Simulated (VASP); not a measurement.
# Ti4N3O (Pm-3m) in VASP: settings compared

Ti4N3O is run at these levels: PBE+U, PBE; tasks: single point.

All numbers are computed with VASP 6.6.1; they aren't measurements. Logs are shortened: lines on timing, memory, paths and dates and some standing lists are left out, and cuts for length are marked.

### 1 The cell of the first run

Symmetry: Pm-3m, No. 221, cubic system. The conventional cell has a = 4.255 Å, b = 4.255 Å, c = 4.255 Å, α = 90.00°, β = 90.00°, γ = 90.00°. Ti (site symmetry m-3m) has 6 N at 2.13 Å within 2.8 Å. Within 2.8 Å of Ti (site symmetry 4/mmm) lie 4 N at 2.13 Å and 2 O at 2.13 Å. Within 2.8 Å of N (site symmetry 4/mmm) lie 6 Ti at 2.13 Å. Within 2.8 Å of O (site symmetry m-3m) lie 6 Ti at 2.13 Å.

### 2 Single point, PBE+U

File INCAR:

```
SYSTEM = Ti4N3O
ALGO = Normal
EDIFF = 1E-6
ENCUT = 520
GGA = PE
ISIF = 2
ISMEAR = 0
LASPH = .TRUE.
LCHARG = .FALSE.
LDAU = .TRUE.
LDAUJ = 0 0 0
LDAUL = 2 -1 -1
LDAUPRINT = 1
LDAUTYPE = 2
LDAUU = 4 0 0
LMAXMIX = 4
LREAL = .FALSE.
LWAVE = .FALSE.
NBANDS = 44
NELM = 150
PREC = Accurate
SIGMA = 0.1
```

File KPOINTS:

```
k-points
0
G
  10 10 10
  0 0 0
```

File POSCAR:

```
Ti4N3O
1.0
    4.2545000000      0.0000000000      0.0000000000
    0.0000000000      4.2545000000      0.0000000000
    0.0000000000      0.0000000000      4.2545000000
Ti N O
4 3 1
Direct
    0.0000000000      0.0000000000      0.0000000000
    0.5000000000      0.0000000000      0.5000000000
    0.0000000000      0.5000000000      0.5000000000
    0.5000000000      0.5000000000      0.0000000000
    0.0000000000      0.5000000000      0.0000000000
    0.5000000000      0.0000000000      0.0000000000
    0.0000000000      0.0000000000      0.5000000000
    0.5000000000      0.5000000000      0.5000000000
```

Potentials or basis: VASP PAW PBE potentials, release 64 (Ti_sv, N, O).

Launch:

```bash
cat potpaw_PBE.64/Ti_sv/POTCAR potpaw_PBE.64/N/POTCAR potpaw_PBE.64/O/POTCAR > POTCAR
mpirun -np 1 vasp_std > vasp.out
```

OUTCAR:

```text
SYSTEM = Ti4N3O
   EDIFF = 1E-6
   ENCUT = 520
   GGA = PE
   ISIF = 2
   ISMEAR = 0
   LASPH = .TRUE.
   LREAL = .FALSE.
   NELM = 150
   PREC = Accurate

 ion  position               nearest neighbor table
   1  0.000  0.000  0.000-   5 2.13   6 2.13   7 2.13   7 2.13   5 2.13   6 2.13
   2  0.500  0.000  0.500-   6 2.13   7 2.13   8 2.13   6 2.13   8 2.13   7 2.13
   3  0.000  0.500  0.500-   5 2.13   7 2.13   8 2.13   5 2.13   7 2.13   8 2.13
   4  0.500  0.500  0.000-   5 2.13   6 2.13   8 2.13   8 2.13   6 2.13   5 2.13
   5  0.000  0.500  0.000-   1 2.13   3 2.13   4 2.13   3 2.13   1 2.13   4 2.13
   6  0.500  0.000  0.000-   1 2.13   2 2.13   4 2.13   2 2.13   4 2.13   1 2.13
   7  0.000  0.000  0.500-   1 2.13   2 2.13   3 2.13   1 2.13   3 2.13   2 2.13
   8  0.500  0.500  0.500-   2 2.13   3 2.13   4 2.13   4 2.13   2 2.13   3 2.13

  LATTYP: Found a simple cubic cell.
 ALAT       =     4.2545000000

  Lattice vectors:

 A1 = (   4.2545000000,   0.0000000000,   0.0000000000)
 A2 = (   0.0000000000,   4.2545000000,   0.0000000000)
 A3 = (   0.0000000000,   0.0000000000,   4.2545000000)

Analysis of symmetry for initial positions (statically):
=====================================================================
 Subroutine PRICEL returns:
 Original cell was already a primitive cell.

 Routine SETGRP: Setting up the symmetry group for a
 simple cubic supercell.

 Subroutine GETGRP returns: Found 48 space group operations
 (whereof 48 operations were pure point group operations)
 out of a pool of 48 trial point group operations.

The static configuration has the point symmetry O_h .

Analysis of symmetry for dynamics (positions and initial velocities):
=====================================================================
 Subroutine PRICEL returns:
 Original cell was already a primitive cell.

 Routine SETGRP: Setting up the symmetry group for a
 simple cubic supercell.

 Subroutine GETGRP returns: Found 48 space group operations
 (whereof 48 operations were pure point group operations)
 out of a pool of 48 trial point group operations.

The dynamic configuration has the point symmetry O_h .

 Subroutine INISYM returns: Found 48 space group operations
 (whereof 48 operations are pure point group operations),
 and found     1 'primitive' translations

----------------------------------------------------------------------------------------

                                     Primitive cell

  volume of cell :      77.0097

  direct lattice vectors                    reciprocal lattice vectors
     4.254500000  0.000000000  0.000000000     0.235045246  0.000000000  0.000000000
     0.000000000  4.254500000  0.000000000     0.000000000  0.235045246  0.000000000
     0.000000000  0.000000000  4.254500000     0.000000000  0.000000000  0.235045246

  length of vectors
     4.254500000  4.254500000  4.254500000     0.235045246  0.235045246  0.235045246

  position of ions in fractional coordinates (direct lattice)
     0.000000000  0.000000000  0.000000000
     0.500000000  0.000000000  0.500000000
     0.000000000  0.500000000  0.500000000
     0.500000000  0.500000000  0.000000000
     0.000000000  0.500000000  0.000000000
     0.500000000  0.000000000  0.000000000
     0.000000000  0.000000000  0.500000000
     0.500000000  0.500000000  0.500000000

  ion indices of the primitive-cell ions
   primitive index   ion index
                 1           1
[... 59 lines left out ...]
  0.300000  0.100000  0.100000     24.000000
 [... further k-points ...]
   k-points           NKPTS =     56   k-points in BZ     NKDIM =     56   number of bands    NBANDS=     44
   number of dos      NEDOS =    301   number of ions     NIONS =      8
   total plane-waves  NPLWV =  32768
   dimension x,y,z NGX =    32 NGY =   32 NGZ =   32
   dimension x,y,z NGXF=    64 NGYF=   64 NGZF=   64
   ions per type =               4   3   1
   NGX,Y,Z   is equivalent  to a cutoff of  12.50, 12.50, 12.50 a.u.
   NGXF,Y,Z  is equivalent  to a cutoff of  25.01, 25.01, 25.01 a.u.
 SYSTEM =  Ti4N3O
   PREC   = accura    normal or accurate (medium, high low for compatibility)
   ISTART =      0    job   : 0-new  1-cont  2-samecut
   ICHARG =      2    charge: 1-file 2-atom 10-const
   ISPIN  =      1    spin polarized calculation?
   LNONCOLLINEAR =      F non collinear calculations
   LSORBIT =      F    spin-orbit coupling
   LASPH  =      T    aspherical Exc in radial PAW
   ENCUT  =  520.0 eV  38.22 Ry    6.18 a.u.   7.91  7.91  7.91*2*pi/ulx,y,z
   NELM   =    150;   NELMIN=  2; NELMDL= -5     # of ELM steps
   EDIFF  = 0.1E-05   stopping-criterion for ELM
   LREAL  =      F    real-space projection
   EDIFFG = 0.1E-04   stopping-criterion for IOM
   NSW    =      0    number of steps for IOM
   IBRION =     -1    ionic relax: 0-MD 1-quasi-New 2-CG
   NFREE  =      0    steps in history (QN), initial steepest desc. (CG)
   ISIF   =      2    stress and relaxation
   ISYM   =      2    0-nonsym 1-usesym 2-fastsym
   POTIM  = 0.5000    time-step for ionic-motion
   TEBEG  =    0.0;   TEEND  =   0.0 temperature during run
   PSTRESS=    0.0 pullay stress
   NELECT =      69.0000    total number of electrons
   NUPDOWN=      -1.0000    fix difference up-down
   EMIN   =  10.00;   EMAX   =-10.00  energy-range for DOS
   EFERMI =   0.00;   METHOD = LEGACY
   ISMEAR =     0;   SIGMA  =   0.10  broadening in eV -4-tet -1-fermi 0-gaus
   EFERMI_NEDOS =   21; number of points for ismear=-14 and -15
   IALGO  =     38    algorithm
   IMIX   =      4    mixing-type and parameters
     AMIX     =   0.40;   BMIX     =  1.00
     AMIX_MAG =   1.60;   BMIX_MAG =  1.00
  volume/ion in A,a.u.               =       9.63        64.96
  Fermi-wavevector in a.u.,A,eV,Ry     =   1.578251  2.982461 33.890417  2.490875
  Thomas-Fermi vector in A             =   2.678810
   LORBIT       =      0    0 simple, 1 ext, 2 COOP (PROOUT), +10 PAW based schemes
 LDA+U is selected, type is set to LDAUTYPE =  2
   angular momentum for each species LDAUL =     2   -1   -1
   U (eV)           for each species LDAUU =   4.0  0.0  0.0
   J (eV)           for each species LDAUJ =   0.0  0.0  0.0
   GGA     = PE    functional components
   LHFCALC =     F    Hartree Fock is set to
   AEXX    =    0.0000 exact exchange contribution
   IVDW    =     0    specifies the selected vdW correction
   LEPSILON=     F    determine dielectric tensor
   LRPA    =     F    only Hartree local field effects (RPA)
 non-spin polarized calculation
 Gauss-broadening in eV      SIGMA  =   0.10
  energy-cutoff  :      520.00
  volume of cell :       77.01
 maximum number of plane-waves:      2103
 NGX is ok and might be reduce to    32
   NGX = 15   NGY = 15   NGZ = 15

atom =   1  type =  1  l = 2

 onsite density matrix

spin component  1
[... 116 lines left out ...]
  o =  0.1324  v =  0.0000 -0.0000  1.0000 -0.0000 -0.0000  0.0000  0.0000  0.0000  0.0000  0.0000      0.0000  0.0000  0.0000  0.0000  0.0000  0.0000  0.0000  0.0000  0.0000  0.0000
  o =  0.1324  v =  0.0000  0.0000  0.0000  0.0000  0.0000  0.0000 -0.0000  1.0000 -0.0000 -0.0000      0.0000  0.0000  0.0000  0.0000  0.0000  0.0000  0.0000  0.0000  0.0000  0.0000
  o =  0.1842  v =  0.0000  0.0000  0.0000  0.0000  0.0000  1.0000  0.0000  0.0000  0.0000  0.0000      0.0000  0.0000  0.0000  0.0000  0.0000  0.0000  0.0000  0.0000  0.0000  0.0000
  o =  0.1842  v =  1.0000  0.0000  0.0000  0.0000  0.0000  0.0000  0.0000  0.0000  0.0000  0.0000      0.0000  0.0000  0.0000  0.0000  0.0000  0.0000  0.0000  0.0000  0.0000  0.0000
  o =  0.1906  v =  0.0000  0.0000 -0.0000  0.0000 -1.0000  0.0000  0.0000  0.0000  0.0000  0.0000      0.0000  0.0000  0.0000  0.0000  0.0000  0.0000  0.0000  0.0000  0.0000  0.0000
  o =  0.1906  v =  0.0000  0.0000  0.0000  0.0000  0.0000  0.0000  0.0000 -0.0000  0.0000 -1.0000      0.0000  0.0000  0.0000  0.0000  0.0000  0.0000  0.0000  0.0000  0.0000  0.0000
  o =  0.2211  v =  0.0000 -0.0060 -0.0000 -1.0000 -0.0000  0.0000  0.0000  0.0000  0.0000  0.0000      0.0000  0.0000  0.0000  0.0000  0.0000  0.0000  0.0000  0.0000  0.0000  0.0000
  o =  0.2211  v =  0.0000  0.0000  0.0000  0.0000  0.0000  0.0000 -0.0060 -0.0000 -1.0000 -0.0000      0.0000  0.0000  0.0000  0.0000  0.0000  0.0000  0.0000  0.0000  0.0000  0.0000
  o =  0.2211  v =  0.0000  0.0000  0.0000  0.0000  0.0000  0.0000  1.0000  0.0000 -0.0060  0.0000      0.0000  0.0000  0.0000  0.0000  0.0000  0.0000  0.0000  0.0000  0.0000  0.0000
  o =  0.2211  v =  0.0000  1.0000  0.0000 -0.0060  0.0000  0.0000  0.0000  0.0000  0.0000  0.0000      0.0000  0.0000  0.0000  0.0000  0.0000  0.0000  0.0000  0.0000  0.0000  0.0000

 number of electron      68.9999975 magnetization

 Free energy of the ion-electron system (eV)
  ---------------------------------------------------
  ext. energy  EPLUGINS =         0.00000000
  ---------------------------------------------------
  free energy    TOTEN  =       -63.90142022 eV

  energy without entropy =      -63.87450640  energy(sigma->0) =      -63.88796331

 E-fermi :  12.1284     XC(G=0): -12.9654

 val. band max:       12.1209573246   @ k =   0.3000   0.3000   0.0000
 cond. band min:      12.1385679152   @ k =   0.2000   0.0000   0.0000
 fundamental gap:      0.0176105906
 Fermi energy:        12.1284045891

 k-point     1 :       0.0000    0.0000    0.0000
  band No.  band energies     occupation
      1     -46.9323      2.00000
      2     -46.8152      2.00000
      3     -46.8152      2.00000
      4     -46.8052      2.00000
      5     -23.4107      2.00000
      6     -23.4107      2.00000
[... 1117 lines left out ...]
     43      14.2496      0.00000
     44      14.3303      0.00000

 [... further k-points ...]

------------------------ aborting loop because EDIFF is reached ----------------------------------------

  FORCE on cell =-STRESS in cart. coord.  units (eV):
  Direction    XX          YY          ZZ          XY          YZ          ZX
  --------------------------------------------------------------------------------------
  -------------------------------------------------------------------------------------
  Total        6.0182583      6.0182583      6.0182583      0.0000000      0.0000000      0.0000000
  in kB      125.2090798    125.2090798    125.2090798      0.0000000      0.0000000      0.0000000
  external PRESSURE =     125.2090798 kB  Pullay stress =       0.0000000 kB

 VOLUME and BASIS-vectors are now :
 -----------------------------------------------------------------------------
  energy-cutoff  :      520.00
  volume of cell :       77.01
      direct lattice vectors                 reciprocal lattice vectors
     4.254500000  0.000000000  0.000000000     0.235045246  0.000000000  0.000000000
     0.000000000  4.254500000  0.000000000     0.000000000  0.235045246  0.000000000
     0.000000000  0.000000000  4.254500000     0.000000000  0.000000000  0.235045246

 POSITION                                       TOTAL-FORCE (eV/Angst)
 -----------------------------------------------------------------------------------
      0.00000      0.00000      0.00000         0.000000      0.000000      0.000000
      2.12725      0.00000      2.12725         0.000000      0.000000      0.000000
      0.00000      2.12725      2.12725         0.000000      0.000000      0.000000
      2.12725      2.12725      0.00000         0.000000      0.000000      0.000000
      0.00000      2.12725      0.00000         0.000000      0.000000      0.000000
      2.12725      0.00000      0.00000         0.000000      0.000000      0.000000
      0.00000      0.00000      2.12725         0.000000      0.000000      0.000000
      2.12725      2.12725      2.12725         0.000000      0.000000      0.000000
 -----------------------------------------------------------------------------------
    total drift:                                0.000000     -0.000000     -0.000000

  FREE ENERGIE OF THE ION-ELECTRON SYSTEM (eV)
  ---------------------------------------------------
  free  energy   TOTEN  =       -63.9014202227 eV

  energy  without entropy=      -63.8745063990  energy(sigma->0) =      -63.88796331
```

It took 3.2 min on 1 thread of Intel Xeon Platinum 8259CL at 2.50GHz (Skylake/Cascade Lake), shared host; peak memory 0.27 GiB.

What came out:

* Free energy: -63.9014 eV
* Pressure: 12.5 GPa
* Band gap on the k mesh: zero (an odd number of electrons rules out a gap without spin polarisation)

Levels at points of the mesh, in eV from the Fermi level:
| k point | band 31 | band 32 | band 33 | band 34 | band 35 | band 36 | band 37 | band 38 |
| --- | --- | --- | --- | --- | --- | --- | --- | --- |
| (0.00, 0.00, 0.00) | -3.20 | -3.20 | -2.75 | -2.75 | -2.75 | -0.65 | -0.65 | -0.65 |
| (0.50, 0.00, 0.00) | -3.61 | -3.61 | -2.20 | -1.98 | 0.34 | 0.34 | 0.78 | 0.78 |
| (0.50, 0.50, 0.00) | -5.36 | -5.33 | 0.29 | 0.77 | 0.88 | 0.88 | 1.01 | 1.45 |
| (0.50, 0.50, 0.50) | -5.58 | -5.58 | 1.41 | 1.41 | 1.41 | 1.56 | 1.56 | 1.56 |

Eigenvalues of the final occupation matrices:
```csv
site,spin,trace,eigenvalues
site 1 d,1,0.93,0.18 0.18 0.18 0.19 0.19
site 1 d,2,0.93,0.18 0.18 0.18 0.19 0.19
site 2 d,1,0.95,0.13 0.18 0.19 0.22 0.22
site 2 d,2,0.95,0.13 0.18 0.19 0.22 0.22
site 3 d,1,0.95,0.13 0.18 0.19 0.22 0.22
site 3 d,2,0.95,0.13 0.18 0.19 0.22 0.22
site 4 d,1,0.95,0.13 0.18 0.19 0.22 0.22
site 4 d,2,0.95,0.13 0.18 0.19 0.22 0.22
```

Caveat: the cell stands under pressure; an odd number of electrons without spin polarisation forces a metal; a magnetic or distorted state may lie lower; U without spin polarisation on a metal has little footing.

### 3 Single point, PBE

File INCAR:

```
PREC = Accurate ; ENCUT = 520
EDIFF = 1E-6 ; ISMEAR = 0
SIGMA = 0.1 ; LREAL = F
LASPH = T ; NELM = 80
ALGO = Normal ; ISIF = 2
LWAVE = F ; LCHARG = F
GGA = PE ; NBANDS = 44
```

File KPOINTS:

```
regular mesh
0
Gamma
  4 4 4
```

POSCAR is that of step 2.

Potentials or basis: VASP PAW PBE potentials, release 64 (Ti_sv, N, O).

Launch:

```bash
cat potpaw_PBE.64/Ti_sv/POTCAR potpaw_PBE.64/N/POTCAR potpaw_PBE.64/O/POTCAR > POTCAR
mpirun -np 1 vasp_std > vasp.out
```

OUTCAR:

```text
PREC = Accurate
   ENCUT = 520
   EDIFF = 1E-6
   ISMEAR = 0
   LREAL = F
   LASPH = T
   NELM = 80
   ISIF = 2
   GGA = PE

 ion  position               nearest neighbor table
   1  0.000  0.000  0.000-   5 2.13   6 2.13   7 2.13   7 2.13   5 2.13   6 2.13
   2  0.500  0.000  0.500-   6 2.13   7 2.13   8 2.13   6 2.13   8 2.13   7 2.13
   3  0.000  0.500  0.500-   5 2.13   7 2.13   8 2.13   5 2.13   7 2.13   8 2.13
   4  0.500  0.500  0.000-   5 2.13   6 2.13   8 2.13   8 2.13   6 2.13   5 2.13
   5  0.000  0.500  0.000-   1 2.13   3 2.13   4 2.13   3 2.13   1 2.13   4 2.13
   6  0.500  0.000  0.000-   1 2.13   2 2.13   4 2.13   2 2.13   4 2.13   1 2.13
[... 668 lines left out ...]
  in kB        0.1923436      0.1923436      0.1923436     -0.0000000     -0.0000000      0.0000000
  external PRESSURE =       0.1923436 kB  Pullay stress =       0.0000000 kB

 VOLUME and BASIS-vectors are now :
 -----------------------------------------------------------------------------
  energy-cutoff  :      520.00
  volume of cell :       77.01
      direct lattice vectors                 reciprocal lattice vectors
     4.254500000  0.000000000  0.000000000     0.235045246  0.000000000  0.000000000
     0.000000000  4.254500000  0.000000000     0.000000000  0.235045246  0.000000000
     0.000000000  0.000000000  4.254500000     0.000000000  0.000000000  0.235045246

 POSITION                                       TOTAL-FORCE (eV/Angst)
 -----------------------------------------------------------------------------------
      0.00000      0.00000      0.00000         0.000000      0.000000      0.000000
      2.12725      0.00000      2.12725         0.000000      0.000000      0.000000
      0.00000      2.12725      2.12725         0.000000      0.000000      0.000000
      2.12725      2.12725      0.00000         0.000000      0.000000      0.000000
      0.00000      2.12725      0.00000         0.000000      0.000000      0.000000
      2.12725      0.00000      0.00000         0.000000      0.000000      0.000000
      0.00000      0.00000      2.12725         0.000000      0.000000      0.000000
      2.12725      2.12725      2.12725         0.000000      0.000000      0.000000
 -----------------------------------------------------------------------------------
    total drift:                                0.000000     -0.000000     -0.000000

  FREE ENERGIE OF THE ION-ELECTRON SYSTEM (eV)
  ---------------------------------------------------
  free  energy   TOTEN  =       -76.5324722613 eV

  energy  without entropy=      -76.5201597869  energy(sigma->0) =      -76.52631602
```

Run time: 31 s. Hardware: 1 thread of AMD EPYC 7R13 (Zen 3), shared host; peak memory 0.16 GiB.

Results:

```yaml
Free_energy: -76.5325 eV
Pressure: 0.0 GPa
Band_gap_on_the_k_mesh: zero (an odd number of electrons rules out a gap without spin polarisation)
```

Caveat: the k points lie up to 0.37 Å⁻¹ apart, too coarse for converged energies and pressures of a metal; an odd number of electrons without spin polarisation forces a metal; a magnetic or distorted state may lie lower.

(Part 1 of 2 ends here.)
